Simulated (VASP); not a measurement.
# PbS (Fm-3m) in VASP: G0W0 quasiparticle levels with PBE

Aim: the G0W0 quasiparticle levels of PbS with PBE.

Everything below comes from runs of VASP 6.6.1. Logs are shortened: lines on timing, memory, paths and dates and some standing lists are left out, and cuts for length are marked.

### 1 The cell of the first run

It takes space group Fm-3m (No. 225, cubic). Conventional cell: a = 5.941 Å, b = 5.941 Å, c = 5.941 Å, α = 90.00°, β = 90.00°, γ = 90.00°. Pb (site symmetry m-3m) has 6 S at 2.97 Å within 3.9 Å. S (site symmetry m-3m) has 6 Pb at 2.97 Å within 3.9 Å.

### 2 G0W0 quasiparticle levels, PBE

Input file POSCAR:

```
PbS
1.0
    0.0000000000      2.9705683269      2.9705683269
    2.9705683269      0.0000000000      2.9705683269
    2.9705683269      2.9705683269      0.0000000000
Pb S
1 1
Direct
    0.0000000000      0.0000000000      0.0000000000
    0.5000000000      0.5000000000      0.5000000000
```

Input file INCAR.step1:

```
PREC = Accurate ; ENCUT = 500
EDIFF = 1E-8 ; ISMEAR = 0
SIGMA = 0.01 ; LREAL = F
LASPH = T ; NELM = 60
ALGO = Normal ; LWAVE = T
LCHARG = F ; GGA = PE
```

Input file INCAR.step2:

```
PREC = Accurate ; ENCUT = 500
EDIFF = 1E-8 ; ISMEAR = 0
SIGMA = 0.01 ; LREAL = F
LASPH = T ; NELM = 1
ALGO = Exact ; LWAVE = T
LCHARG = F ; GGA = PE
NBANDS = 96 ; LOPTICS = T
ISTART = 1
```

Input file INCAR.step3:

```
PREC = Accurate ; ENCUT = 500
EDIFF = 1E-8 ; ISMEAR = 0
SIGMA = 0.01 ; LREAL = F
LASPH = T ; ALGO = EVGW0
LWAVE = F ; LCHARG = F
GGA = PE ; NELMGW = 1
NBANDS = 96 ; ENCUTGW = 80.0
NOMEGA = 96 ; PRECFOCK = Fast
ISTART = 1 ; NBANDSGW = 19
OMEGAMAX = 30
```

Input file KPOINTS:

```
regular mesh
0
Gamma
  6 6 6
```

Potentials or basis: VASP PAW PBE potentials, release 64 (Pb_d_GW, S_GW).

Command:

```bash
cat potpaw_PBE.64/Pb_d_GW/POTCAR potpaw_PBE.64/S_GW/POTCAR > POTCAR
cp INCAR.step1 INCAR
mpirun -np 1 vasp_std > vasp.out
cp INCAR.step2 INCAR
mpirun -np 1 vasp_std > vasp.out
cp INCAR.step3 INCAR
mpirun -np 1 vasp_std > vasp.out
```

OUTCAR:

```text
PREC = Accurate
   ENCUT = 500
   EDIFF = 1E-8
   ISMEAR = 0
   LREAL = F
   LASPH = T
   GGA = PE
   NELMGW = 1
   ENCUTGW = 80.0
   PRECFOCK = Fast
   ISTART = 1

 ion  position               nearest neighbor table
   1  0.000  0.000  0.000-
   2  0.500  0.500  0.500-

  LATTYP: Found a face centered cubic cell.
 ALAT       =     5.9411366538

  Lattice vectors:

 A1 = (   0.0000000000,   2.9705683269,   2.9705683269)
 A2 = (   2.9705683269,   0.0000000000,   2.9705683269)
 A3 = (   2.9705683269,   2.9705683269,   0.0000000000)

Analysis of symmetry for initial positions (statically):
=====================================================================
 Subroutine PRICEL returns:
 Original cell was already a primitive cell.

 Routine SETGRP: Setting up the symmetry group for a
 face centered cubic supercell.

 Subroutine GETGRP returns: Found 48 space group operations
 (whereof 48 operations were pure point group operations)
 out of a pool of 48 trial point group operations.

The static configuration has the point symmetry O_h .

Analysis of symmetry for dynamics (positions and initial velocities):
=====================================================================
 Subroutine PRICEL returns:
 Original cell was already a primitive cell.

 Routine SETGRP: Setting up the symmetry group for a
 face centered cubic supercell.

 Subroutine GETGRP returns: Found 48 space group operations
 (whereof 48 operations were pure point group operations)
 out of a pool of 48 trial point group operations.

The dynamic configuration has the point symmetry O_h .

 Subroutine INISYM returns: Found 48 space group operations
 (whereof 48 operations are pure point group operations),
 and found     1 'primitive' translations

----------------------------------------------------------------------------------------

                                     Primitive cell

  volume of cell :      52.4262

  direct lattice vectors                    reciprocal lattice vectors
     0.000000000  2.970568327  2.970568327    -0.168317960  0.168317960  0.168317960
     2.970568327  0.000000000  2.970568327     0.168317960 -0.168317960  0.168317960
     2.970568327  2.970568327  0.000000000     0.168317960  0.168317960 -0.168317960

  length of vectors
     4.201018016  4.201018016  4.201018016     0.291535258  0.291535258  0.291535258

  position of ions in fractional coordinates (direct lattice)
     0.000000000  0.000000000  0.000000000
     0.500000000  0.500000000  0.500000000

  ion indices of the primitive-cell ions
   primitive index   ion index
                 1           1
                 2           2

----------------------------------------------------------------------------------------

 KPOINTS: regular mesh

Automatic generation of k-mesh.
 Grid dimensions read from file:
 generate k-points for:    6    6    6

 Generating k-lattice:

  Cartesian coordinates                     Fractional coordinates (reciprocal lattice)
    -0.028052993  0.028052993  0.028052993     0.166666667  0.000000000  0.000000000
     0.028052993 -0.028052993  0.028052993     0.000000000  0.166666667  0.000000000
     0.028052993  0.028052993 -0.028052993     0.000000000  0.000000000  0.166666667

  Length of vectors
     0.048589210  0.048589210  0.048589210

  Shift w.r.t. Gamma in fractional coordinates (k-lattice)
     0.000000000  0.000000000  0.000000000

 Subroutine IBZKPT returns following result:
 ===========================================

 Found     16 irreducible k-points:

 Following reciprocal coordinates:
            Coordinates               Weight
  0.000000  0.000000  0.000000      1.000000
  0.166667  0.000000  0.000000      8.000000
  0.333333  0.000000  0.000000      8.000000
  0.500000  0.000000  0.000000      4.000000
  0.166667  0.166667  0.000000      6.000000
  0.333333  0.166667  0.000000     24.000000
[... 8 lines left out ...]
 -0.333333  0.333333  0.166667     24.000000
 -0.333333  0.500000  0.166667     12.000000
   k-points           NKPTS =     16   k-points in BZ     NKDIM =    216   number of bands    NBANDS=     96
   number of dos      NEDOS =    301   number of ions     NIONS =      2
   total plane-waves  NPLWV =  32768
   dimension x,y,z NGX =    32 NGY =   32 NGZ =   32
   dimension x,y,z NGXF=    64 NGYF=   64 NGZF=   64
   ions per type =               1   1
   NGX,Y,Z   is equivalent  to a cutoff of  12.66, 12.66, 12.66 a.u.
   NGXF,Y,Z  is equivalent  to a cutoff of  25.33, 25.33, 25.33 a.u.
 SYSTEM =  unknown system
   PREC   = accura    normal or accurate (medium, high low for compatibility)
   ISTART =      1    job   : 0-new  1-cont  2-samecut
   ICHARG =      0    charge: 1-file 2-atom 10-const
   ISPIN  =      1    spin polarized calculation?
   LNONCOLLINEAR =      F non collinear calculations
   LSORBIT =      F    spin-orbit coupling
   LASPH  =      T    aspherical Exc in radial PAW
   ENCUT  =  500.0 eV  36.75 Ry    6.06 a.u.   7.66  7.66  7.66*2*pi/ulx,y,z
   NELM   =     60;   NELMIN=  2; NELMDL=  0     # of ELM steps
   EDIFF  = 0.1E-07   stopping-criterion for ELM
   LREAL  =      F    real-space projection
   EDIFFG = 0.1E-06   stopping-criterion for IOM
   NSW    =      0    number of steps for IOM
   IBRION =     -1    ionic relax: 0-MD 1-quasi-New 2-CG
   NFREE  =      0    steps in history (QN), initial steepest desc. (CG)
   ISIF   =      0    stress and relaxation
   ISYM   =      3    0-nonsym 1-usesym 2-fastsym
   POTIM  = 0.5000    time-step for ionic-motion
   TEBEG  =    0.0;   TEEND  =   0.0 temperature during run
   PSTRESS=    0.0 pullay stress
   NELECT =      22.0000    total number of electrons
   NUPDOWN=      -1.0000    fix difference up-down
   EMIN   =  10.00;   EMAX   =-10.00  energy-range for DOS
   EFERMI =   0.00;   METHOD = LEGACY
   ISMEAR =     0;   SIGMA  =   0.01  broadening in eV -4-tet -1-fermi 0-gaus
   EFERMI_NEDOS =   21; number of points for ismear=-14 and -15
   IALGO  =     38    algorithm
   IMIX   =      4    mixing-type and parameters
     AMIX     =   0.40;   BMIX     =  1.00
     AMIX_MAG =   1.60;   BMIX_MAG =  1.00
  volume/ion in A,a.u.               =      26.21       176.89
  Fermi-wavevector in a.u.,A,eV,Ry     =   1.225649  2.316141 20.438888  1.502216
  Thomas-Fermi vector in A             =   2.360679
   LORBIT       =      0    0 simple, 1 ext, 2 COOP (PROOUT), +10 PAW based schemes
   GGA     = PE    functional components
   LHFCALC =     T    Hartree Fock is set to
   PRECFOCK=fast      Normal, Fast or Accurate (Low or Medium for compatibility)
   ENCUT4O =  -1.0   cutoff for four orbital integrals eV
   NKREDX  =     1    reduce k-point grid by
   NKREDY  =     1    reduce k-point grid by
   NKREDZ  =     1    reduce k-point grid by
   AEXX    =    1.0000 exact exchange contribution
   HFSCREEN=    0.0000 screening length (either q_TF or 0.3 A-1)
   HFSCREENC=   0.0000 screening length for correlation (either q_TF or 0.3 A-1)
   ENCUTFOCK=  -1.0 apply spherical cutoff to Coloumb kernel
   IVDW    =     0    specifies the selected vdW correction
   LEPSILON=     F    determine dielectric tensor
   LRPA    =     F    only Hartree local field effects (RPA)
   LRPAFORCE           =     F    calculate RPA forces
   ENCUTGW             =  80.0    cutoff for response function in eV
   ENCUTGWSOFT         =  64.0    soft cutoff for Coulomb kernel in GW response function in eV
   ENCUTLF             =  -1.0    cutoff for local field effects
   NELMGW              =     1    number of iterations in solving QP/BSE equation
   NELMHF              =     1    number of iterations in the inner HF iteration
   NKREDLFX            =     1    NKREDLFY  =   1   NKREDLFZ  =   1
 non-spin polarized calculation
 Gauss-broadening in eV      SIGMA  =   0.01
  energy-cutoff  :      500.00
  volume of cell :       52.43
 maximum number of plane-waves:      1363
 NGX is ok and might be reduce to    32
  NGX = 18; NGY = 18; NGZ = 18
   NGX = 15   NGY = 15   NGZ = 15
 maximum number of plane-waves:        92
 NGX is ok and might be reduce to    14

 QP shifts <psi_nk| G(iteration)W_0 |psi_nk>: iteration 1
 for sc-GW calculations column KS-energies equals QP-energies in previous step
 and V_xc(KS)=  KS-energies - (<T + V_ion + V_H > + <T+V_H+V_ion>^1  + <V_x>^1)

 k-point   1 :       0.0000    0.0000    0.0000
  band No.  KS-energies  QP-energies   sigma(KS)   V_xc(KS)     V^pw_x(r,r')   Z            occupation Imag(sigma)

      1    -135.7159    -158.9573     -28.4897       5.4437     -36.1648       0.6849       2.0000       0.2014
      2     -13.0464     -20.0802     -19.9089      -9.8450     -25.2172       0.6989       2.0000       0.2590
      3     -13.0464     -20.0802     -19.9089      -9.8450     -25.2172       0.6989       2.0000       0.2590
      4     -13.0464     -20.0802     -19.9089      -9.8450     -25.2172       0.6989       2.0000       0.2590
      5     -13.0296     -20.0818     -19.9478      -9.8850     -25.3291       0.7008       2.0000       0.2894
      6     -13.0296     -20.0818     -19.9478      -9.8850     -25.3291       0.7008       2.0000       0.2894
[... 11 lines left out ...]
     18      12.3982      12.1359      -6.8260      -6.4917      -1.7465       0.7844       0.0000      -0.3062
     19      12.7891      12.8253     -10.0272     -10.0745      -5.1674       0.7658       0.0000      -0.3309

 k-point   2 :       0.1667    0.0000    0.0000
  band No.  KS-energies  QP-energies   sigma(KS)   V_xc(KS)     V^pw_x(r,r')   Z            occupation Imag(sigma)

      1    -135.7157    -159.0549     -28.4897       5.4452     -36.1647       0.6878       2.0000       0.2014
      2     -13.0443     -20.0835     -19.9151      -9.8543     -25.2420       0.6997       2.0000       0.2696
      3     -13.0443     -20.0835     -19.9151      -9.8543     -25.2420       0.6997       2.0000       0.2696
      4     -13.0443     -20.0835     -19.9151      -9.8543     -25.2420       0.6997       2.0000       0.2696
      5     -13.0285     -20.0906     -19.9448      -9.8742     -25.3021       0.7013       2.0000       0.2820
      6     -13.0285     -20.0906     -19.9448      -9.8742     -25.3021       0.7013       2.0000       0.2820
[... 11 lines left out ...]
     18      14.2188      14.0287      -7.8852      -7.6413      -2.5871       0.7794       0.0000      -0.4267
     19      14.3872      14.3388     -10.3929     -10.3299      -4.8991       0.7679       0.0000      -0.5943

 k-point   3 :       0.3333    0.0000    0.0000
  band No.  KS-energies  QP-energies   sigma(KS)   V_xc(KS)     V^pw_x(r,r')   Z            occupation Imag(sigma)

      1    -135.7157    -158.9922     -28.4898       5.4450     -36.1647       0.6859       2.0000       0.2014
      2     -13.0561     -20.0668     -19.9068      -9.8744     -25.2842       0.6988       2.0000       0.3017
      3     -13.0561     -20.0668     -19.9068      -9.8744     -25.2842       0.6988       2.0000       0.3017
      4     -13.0436     -20.0814     -19.9050      -9.8439     -25.2149       0.6995       2.0000       0.2660
      5     -13.0087     -20.1077     -19.9679      -9.8659     -25.2932       0.7027       2.0000       0.2689
      6     -13.0087     -20.1077     -19.9679      -9.8659     -25.2932       0.7027       2.0000       0.2689
[... 11 lines left out ...]
     18      15.9270      15.8848      -9.4857      -9.4309      -3.7867       0.7699       0.0000      -0.7007
     19      17.2026      17.3800     -10.2967     -10.5190      -4.3859       0.7980       0.0000      -0.9063

 k-point   4 :       0.5000    0.0000    0.0000
  band No.  KS-energies  QP-energies   sigma(KS)   V_xc(KS)     V^pw_x(r,r')   Z            occupation Imag(sigma)
[... 248 lines left out ...]
     18      14.6087      14.6390      -9.8164      -9.8555      -4.3702       0.7751       0.0000      -0.5169
     19      15.3513      15.3947      -9.8312      -9.8888      -4.0781       0.7554       0.0000      -0.5942

 k-point  15 :      -0.3333    0.3333    0.1667
  band No.  KS-energies  QP-energies   sigma(KS)   V_xc(KS)     V^pw_x(r,r')   Z            occupation Imag(sigma)

      1    -135.7156    -159.1952     -28.4898       5.4458     -36.1647       0.6919       2.0000       0.2014
      2     -13.1187     -19.8668     -19.6830      -9.9431     -25.2349       0.6928       2.0000       0.3500
      3     -13.0404     -20.0764     -19.9217      -9.8701     -25.2831       0.7000       2.0000       0.2926
      4     -13.0250     -20.0897     -19.9362      -9.8589     -25.2632       0.7010       2.0000       0.2718
      5     -13.0250     -20.0897     -19.9362      -9.8589     -25.2632       0.7010       2.0000       0.2718
      6     -12.9931     -20.1316     -19.9850      -9.8596     -25.2882       0.7050       2.0000       0.2607
[... 11 lines left out ...]
     18      15.4476      15.4738      -9.3509      -9.3851      -3.7063       0.7676       0.0000      -0.5631
     19      16.6208      16.8515     -10.4378     -10.7277      -4.5734       0.7959       0.0000      -0.8285

 k-point  16 :      -0.3333    0.5000    0.1667
  band No.  KS-energies  QP-energies   sigma(KS)   V_xc(KS)     V^pw_x(r,r')   Z            occupation Imag(sigma)

      1    -135.7156    -159.2198     -28.4898       5.4458     -36.1647       0.6926       2.0000       0.2014
      2     -13.1518     -19.7783     -19.5787      -9.9678     -25.1984       0.6895       2.0000       0.3679
      3     -13.0511     -20.0738     -19.8947      -9.8408     -25.2055       0.6985       2.0000       0.2622
      4     -13.0206     -20.0848     -19.9571      -9.8914     -25.3497       0.7018       2.0000       0.3041
      5     -13.0083     -20.1110     -19.9599      -9.8535     -25.2630       0.7028       2.0000       0.2606
      6     -12.9860     -20.1403     -19.9938      -9.8601     -25.2938       0.7060       2.0000       0.2599
[... 11 lines left out ...]
     18      15.8199      16.2054     -10.1185     -10.6390      -4.2032       0.7408       0.0000      -0.5742
     19      16.7381      17.0662     -10.7148     -11.1268      -4.9133       0.7964       0.0000      -0.7511
```

Run time: 19 min. Hardware: 1 thread of Intel Xeon Platinum 8559C (Emerald Rapids), shared host; peak memory 0.84 GiB.

What came out:

- Quasiparticle gap: 0.63 eV
- Least direct quasiparticle gap: 0.63 eV
- Band gap of the starting levels on the mesh: 0.38 eV
- Least direct gap of the starting levels on the mesh: 0.38 eV

Caveat: bands, screening cutoff and mesh are small and nothing is extrapolated, so the quasiparticle values aren't converged; spin-orbit coupling is left out, which moves the levels of the heavy elements.
